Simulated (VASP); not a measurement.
Runs of VASP 6.6.1 on Gd. The structure is that of space group Fm-3m (No. 225), or close to it. The cells are those of the table. This isn't the form of Gd at room conditions, which is hcp.

```csv
cell,gap on the mesh (eV),pressure (GPa),moment (μB)
"a = 3.607 Å, angles 60.0°, 1 atom",none,-3.4,7.21
"a = 3.705 Å, angles 60.0°, 1 atom",none,-4.8,(a)
"a = 3.504 Å, angles 60.0°, 1 atom",none,-1.2,7.17
"a = 3.798 Å, angles 60.0°, 1 atom",none,-5.8,7.30
"a = 3.657 Å, angles 60.0°, 1 atom",none,(b),7.23
```

Alike in all rows: task single point; level LDA; potentials or basis VASP PAW PBE potentials, release 64 (Gd); spin collinear, ferromagnetic start; k mesh 10 × 10 × 10; cutoff (eV) 520; smearing fermi-dirac 0.15 eV.

**Question.** Estimate the missing entries.

**Answer.** (a) 7.26; (b) -4.3.

Caveats: the PAW data sets were made with another functional, which shifts forces and pressure a little; spin-orbit coupling is left out, which moves the levels of the heavy elements; semilocal functionals describe open f shells poorly, which spoils levels, moments and volumes; the cell stands under tension (at least some runs).

A k mesh can miss the band edges, and the runs leave out spin-orbit coupling on Gd.

A gap of «none» marks levels without a gap at the run's occupations.
